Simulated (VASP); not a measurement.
ZnO (zincite):

```xyz
4
Lattice="3.2708 0.0000 0.0000 -1.6354 2.8326 0.0000 0.0000 0.0000 5.2402" Properties=species:S:1:pos:R:3 pbc="T T T"
Zn    1.6354    0.9442    0.0000
Zn    0.0000    1.8884    2.6201
O     0.0000    1.8884    4.6062
O     1.6354    0.9442    1.9861
```

This cell differs from its parent crystal: volume scaled by 1.02.

Base run:

| Property | Result |
| --- | --- |
| Program | VASP 6.6.1 |
| Functional | PBE |
| Potentials or basis | VASP PAW PBE potentials, release 64 (Zn, O) |
| Cutoff | 520 eV |
| k mesh | 9 × 9 × 5 |
| Occupations | fermi-dirac, width 0.05 eV |
| Spin | no spin polarisation |

Its results: band gap on the k mesh 0.76 eV, direct; pressure 3.0 GPa; largest force 0.067 eV/Å.

Problem. The run is repeated on the same cell with these changes: functional from PBE to PBE exchange alone. What comes out?

Solution. Band gap on the k mesh 0.88 eV, direct; pressure 18.1 GPa; largest force 0.075 eV/Å.

